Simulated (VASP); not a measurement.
# Se (P3_221) in VASP: further runs

Se is run at these levels: PBEsol; tasks: single point.

Program: VASP 6.6.1. These are calculated values, not measurements. Logs are shortened: lines on timing, memory, paths and dates and some standing lists are left out, and cuts for length are marked.

## 1. The cell of the first run

It takes space group P3_221 (No. 154, trigonal). Conventional cell: a = 4.200 Å, b = 4.200 Å, c = 4.999 Å, α = 90.00°, β = 90.00°, γ = 120.00°. Se (site symmetry 2) has 6 Se at 2.43 to 3.26 Å within 3.3 Å.

## 2. Single point, PBEsol (biaxial strain in the a-b plane: +4.0 %)

INCAR reads:

```
ALGO = Normal ; EDIFF = 1E-6
ENCUT = 520 ; GGA = PS
ISIF = 2 ; ISMEAR = 0
LASPH = True ; LCHARG = False
LREAL = False ; LWAVE = False
NBANDS = 16 ; NELM = 100
PREC = Accurate ; SIGMA = 0.02
```

KPOINTS reads:

```
k-points
0
Gamma
  12 12 8
```

POSCAR reads:

```
Se
1.0
    4.2000077153      0.0000000000      0.0000000000
   -2.1000038576      3.6373133775      0.0000000000
    0.0000000000      0.0000000000      4.9985492712
Se
3
Direct
    0.2440681148      0.0000000000      0.1666666667
    0.0000000000      0.2440681148      0.8333333333
    0.7559318852      0.7559318852      0.5000000000
```

Potentials or basis: VASP PAW PBE potentials, release 64 (Se).

Started as:

```console
cat potpaw_PBE.64/Se/POTCAR > POTCAR
mpirun -np 1 vasp_std > vasp.out
```

OUTCAR:

```text
EDIFF = 1E-6
   ENCUT = 520
   GGA = PS
   ISIF = 2
   ISMEAR = 0
   LASPH = True
   LREAL = False
   NELM = 100
   PREC = Accurate

 ion  position               nearest neighbor table
   1  0.244  0.000  0.167-   3 2.43   2 2.43
   2  0.000  0.244  0.833-   3 2.43   1 2.43
   3  0.756  0.756  0.500-   2 2.43   1 2.43

  LATTYP: Found a hexagonal cell.
 ALAT       =     4.2000077153
 C/A-ratio  =     1.1901285926

  Lattice vectors:

 A1 = (   4.2000077153,   0.0000000000,   0.0000000000)
 A2 = (  -2.1000038576,   3.6373133775,   0.0000000000)
 A3 = (   0.0000000000,   0.0000000000,   4.9985492712)

Analysis of symmetry for initial positions (statically):
=====================================================================
 Subroutine PRICEL returns:
 Original cell was already a primitive cell.

 Routine SETGRP: Setting up the symmetry group for a
 hexagonal supercell.

 Subroutine GETGRP returns: Found  6 space group operations
 (whereof  2 operations were pure point group operations)
 out of a pool of 24 trial point group operations.

The static configuration has the point symmetry C_2 .
 The point group associated with its full space group is D_3 .

Analysis of symmetry for dynamics (positions and initial velocities):
=====================================================================
 Subroutine PRICEL returns:
 Original cell was already a primitive cell.

 Routine SETGRP: Setting up the symmetry group for a
 hexagonal supercell.

 Subroutine GETGRP returns: Found  6 space group operations
 (whereof  2 operations were pure point group operations)
 out of a pool of 24 trial point group operations.

The dynamic configuration has the point symmetry C_2 .
 The point group associated with its full space group is D_3 .

 Subroutine INISYM returns: Found  6 space group operations
 (whereof  2 operations are pure point group operations),
 and found     1 'primitive' translations

----------------------------------------------------------------------------------------

                                     Primitive cell

  volume of cell :      76.3616

  direct lattice vectors                    reciprocal lattice vectors
     4.200007715  0.000000000  0.000000000     0.238094801  0.137464097  0.000000000
    -2.100003858  3.637313377  0.000000000     0.000000000  0.274928195  0.000000000
[... 80 lines left out ...]
   ICHARG =      2    charge: 1-file 2-atom 10-const
   ISPIN  =      1    spin polarized calculation?
   LNONCOLLINEAR =      F non collinear calculations
   LSORBIT =      F    spin-orbit coupling
   LASPH  =      T    aspherical Exc in radial PAW
   ENCUT  =  520.0 eV  38.22 Ry    6.18 a.u.   7.81  7.81  9.29*2*pi/ulx,y,z
   NELM   =    100;   NELMIN=  2; NELMDL= -5     # of ELM steps
   EDIFF  = 0.1E-05   stopping-criterion for ELM
   LREAL  =      F    real-space projection
   EDIFFG = 0.1E-04   stopping-criterion for IOM
   NSW    =      0    number of steps for IOM
   IBRION =     -1    ionic relax: 0-MD 1-quasi-New 2-CG
   NFREE  =      0    steps in history (QN), initial steepest desc. (CG)
   ISIF   =      2    stress and relaxation
   ISYM   =      2    0-nonsym 1-usesym 2-fastsym
   POTIM  = 0.5000    time-step for ionic-motion
   TEBEG  =    0.0;   TEEND  =   0.0 temperature during run
   PSTRESS=    0.0 pullay stress
   NELECT =      18.0000    total number of electrons
   NUPDOWN=      -1.0000    fix difference up-down
   EMIN   =  10.00;   EMAX   =-10.00  energy-range for DOS
   EFERMI =   0.00;   METHOD = LEGACY
   ISMEAR =     0;   SIGMA  =   0.02  broadening in eV -4-tet -1-fermi 0-gaus
   EFERMI_NEDOS =   21; number of points for ismear=-14 and -15
   IALGO  =     38    algorithm
   IMIX   =      4    mixing-type and parameters
     AMIX     =   0.40;   BMIX     =  1.00
     AMIX_MAG =   1.60;   BMIX_MAG =  1.00
  volume/ion in A,a.u.               =      25.45       171.77
  Fermi-wavevector in a.u.,A,eV,Ry     =   1.011286  1.911054 13.914675  1.022700
  Thomas-Fermi vector in A             =   2.144327
   LORBIT       =      0    0 simple, 1 ext, 2 COOP (PROOUT), +10 PAW based schemes
   GGA     = PS    functional components
   LHFCALC =     F    Hartree Fock is set to
   AEXX    =    0.0000 exact exchange contribution
   IVDW    =     0    specifies the selected vdW correction
   LEPSILON=     F    determine dielectric tensor
   LRPA    =     F    only Hartree local field effects (RPA)
 non-spin polarized calculation
 Gauss-broadening in eV      SIGMA  =   0.02
  energy-cutoff  :      520.00
  volume of cell :       76.36
 maximum number of plane-waves:      2083
   NGX = 15   NGY = 15   NGZ = 19

 number of electron      18.0000000 magnetization

 Free energy of the ion-electron system (eV)
  ---------------------------------------------------
  ext. energy  EPLUGINS =         0.00000000
  ---------------------------------------------------
  free energy    TOTEN  =       -11.53859943 eV

  energy without entropy =      -11.53859943  energy(sigma->0) =      -11.53859943

 E-fermi :   3.3625     XC(G=0):  -9.4184

 val. band max:        3.2549444561   @ k =   0.4167   0.1667   0.5000
 cond. band min:       3.9982152979   @ k =   0.3333   0.3333   0.5000
 fundamental gap:      0.7432708418
 Fermi energy:         3.3625452733

 k-point     1 :       0.0000    0.0000    0.0000
  band No.  band energies     occupation
      1     -12.6446      2.00000
      2      -8.5823      2.00000
      3      -8.5823      2.00000
      4      -0.6104      2.00000
      5      -0.3911      2.00000
      6      -0.3911      2.00000
[... 433 lines left out ...]
      3      -7.9246      2.00000
      4      -1.3587      2.00000
      5      -0.8155      2.00000
      6      -0.3641      2.00000
[... 8 lines left out ...]
     15      10.7559      0.00000
     16      10.8137      0.00000

 [... further k-points ...]
[... 5 lines left out ...]
  --------------------------------------------------------------------------------------
  -------------------------------------------------------------------------------------
  Total       -0.7025521     -0.7025521     -0.1255482     -0.0000000      0.0000000      0.0000000
  in kB      -14.7405712    -14.7405712     -2.6341847     -0.0000000      0.0000000      0.0000000
  external PRESSURE =     -10.7051091 kB  Pullay stress =       0.0000000 kB

 VOLUME and BASIS-vectors are now :
 -----------------------------------------------------------------------------
  energy-cutoff  :      520.00
  volume of cell :       76.36
      direct lattice vectors                 reciprocal lattice vectors
     4.200007715  0.000000000  0.000000000     0.238094801  0.137464097  0.000000000
    -2.100003858  3.637313377  0.000000000     0.000000000  0.274928195  0.000000000
     0.000000000  0.000000000  4.998549271     0.000000000  0.000000000  0.200058046

 POSITION                                       TOTAL-FORCE (eV/Angst)
 -----------------------------------------------------------------------------------
      1.02509      0.00000      0.83309        -0.144819      0.000000     -0.000000
     -0.51254      0.88775      4.16546         0.072409     -0.125417      0.000000
      1.58746      2.74956      2.49927         0.072409      0.125417      0.000000
 -----------------------------------------------------------------------------------
    total drift:                                0.000001      0.000001      0.000000

  FREE ENERGIE OF THE ION-ELECTRON SYSTEM (eV)
  ---------------------------------------------------
  free  energy   TOTEN  =       -11.5385994290 eV

  energy  without entropy=      -11.5385994290  energy(sigma->0) =      -11.53859943
```

OSZICAR:

```text
N       E                     dE             d eps       ncg     rms          rms(c)
DAV:   1     0.787210571302E+02    0.78721E+02   -0.73201E+03  4192   0.945E+02
DAV:   2    -0.666352925722E+01   -0.85385E+02   -0.81243E+02  5616   0.153E+02
DAV:   3    -0.115899978127E+02   -0.49265E+01   -0.49079E+01  5152   0.418E+01
DAV:   4    -0.116224720877E+02   -0.32474E-01   -0.32468E-01  5592   0.402E+00
DAV:   5    -0.116226744996E+02   -0.20241E-03   -0.20241E-03  5304   0.316E-01    0.680E+00
DAV:   6    -0.115621383982E+02    0.60536E-01   -0.30544E-02  5144   0.110E+00    0.417E+00
DAV:   7    -0.115392736342E+02    0.22865E-01   -0.61900E-02  5056   0.152E+00    0.180E-01
DAV:   8    -0.115385483683E+02    0.72527E-03   -0.81503E-03  4768   0.543E-01    0.885E-02
DAV:   9    -0.115385950426E+02   -0.46674E-04   -0.22079E-04  5944   0.986E-02    0.284E-02
DAV:  10    -0.115385989212E+02   -0.38786E-05   -0.25346E-05  5240   0.330E-02    0.551E-03
DAV:  11    -0.115385994290E+02   -0.50776E-06   -0.44990E-06  5704   0.124E-02
   1 F= -.11538599E+02 E0= -.11538599E+02  d E =-.158589E-16
```

stdout:

```text
POSCAR found type information on POSCAR Se
 POSCAR found :  1 types and       3 ions
 scaLAPACK will be used
 -----------------------------------------------------------------------------
|                                                                             |
|                                                                             |
|     You enforced a specific xc type in the INCAR file but a different       |
|     I HOPE YOU KNOW WHAT YOU ARE DOING!                                     |
|                                                                             |
 -----------------------------------------------------------------------------

 LDA part: xc-table for (Slater+PW92), standard interpolation
 POSCAR, INCAR and KPOINTS ok, starting setup
 FFT: planning ... GRIDC
 FFT: planning ... GRID_SOFT
 FFT: planning ... GRID
 WAVECAR not read
 entering main loop
```

It took 2.3 min on 1 thread of Oxide Virtual Turin-like, shared host; peak memory 0.24 GiB.

What came out:

```
Free energy            : -11.5386 eV
Pressure               : -1.1 GPa
Largest force          : 0.145 eV/Å
Band gap on the k mesh : 0.74 eV (least direct gap 0.88 eV)
```

Forces on the atoms (eV/Å):
```
Se  -0.145  0.000  0.000
Se   0.072 -0.125  0.000
Se   0.072  0.125  0.000
```

Stress tensor (GPa, compression positive):
```
-1.47  0.00  0.00
 0.00 -1.47  0.00
 0.00  0.00 -0.26
```

Caveat: the cell differs from its parent crystal (biaxial strain in the a-b plane: +4.0 %); semilocal functionals underestimate gaps, and a narrow one can read as zero; the PAW data sets were made with another functional, which shifts forces and pressure a little. A k mesh can miss the band edges.

## 3. Single point, PBEsol (biaxial strain in the a-b plane: +4.0 %, then relaxed in part)

INCAR reads:

```
SYSTEM = Se
  ALGO = Normal
  EDIFF = 1E-6
  ENCUT = 520
  GGA = PS
  ISIF = 2
  ISMEAR = 0
  LASPH = .TRUE.
  LCHARG = .TRUE.
  LELF = .TRUE.
  LREAL = .FALSE.
  LVHAR = .TRUE.
  LWAVE = .FALSE.
  NBANDS = 16
  NELM = 100
  PREC = Accurate
  SIGMA = 0.02
```

KPOINTS reads:

```
k-points
0
G
  12 12 8
  0 0 0
```

POSCAR reads:

```
Se
1.0
    4.2000077153      0.0000000000      0.0000000000
   -2.1000038576      3.6373133775      0.0000000000
    0.0000000000      0.0000000000      5.0211312170
Se
3
Direct
    0.2394868289      0.0000000000      0.1666666667
    0.0000000000      0.2394868289      0.8333333333
    0.7605131711      0.7605131711      0.5000000000
```

Potentials or basis: VASP PAW PBE potentials, release 64 (Se).

Started as:

```console
cat potpaw_PBE.64/Se/POTCAR > POTCAR
mpirun -np 1 vasp_std > vasp.out
```

It took 3.4 min on 1 thread of Oxide Virtual Turin-like, shared host; peak memory 0.24 GiB.

Results (log left out):

```
Free energy            : -11.5419 eV
Pressure               : -0.4 GPa
Largest force          : 0.036 eV/Å
Band gap on the k mesh : 0.71 eV (least direct gap 0.84 eV)
```

Forces in eV/Å, atoms in the order of the input:
```
Se   0.036  0.000  0.000
Se  -0.018  0.031  0.000
Se  -0.018 -0.031  0.000
```

Stress tensor (GPa, compression positive):
```
-0.77  0.00  0.00
 0.00 -0.77  0.00
 0.00  0.00  0.24
```

Levels at points of the mesh, in eV from the valence-band top:
| k point | band 7 | band 8 | band 9 | band 10 | band 11 | band 12 |
| --- | --- | --- | --- | --- | --- | --- |
| (0.00, 0.00, 0.00) | -2.01 | -2.01 | -0.52 | 1.55 | 1.55 | 1.92 |
| (0.50, 0.00, 0.00) | -3.29 | -1.64 | -1.04 | 1.58 | 1.87 | 4.15 |
| (0.00, 0.00, 0.50) | -1.56 | -1.56 | -1.31 | 0.89 | 0.89 | 1.01 |
| (0.50, 0.00, 0.50) | -2.30 | -1.73 | -0.03 | 1.48 | 2.65 | 2.76 |

Caveat: the cell differs from its parent crystal (biaxial strain in the a-b plane: +4.0 %, then relaxed in part); semilocal functionals underestimate gaps, and a narrow one can read as zero; the PAW data sets were made with another functional, which shifts forces and pressure a little.
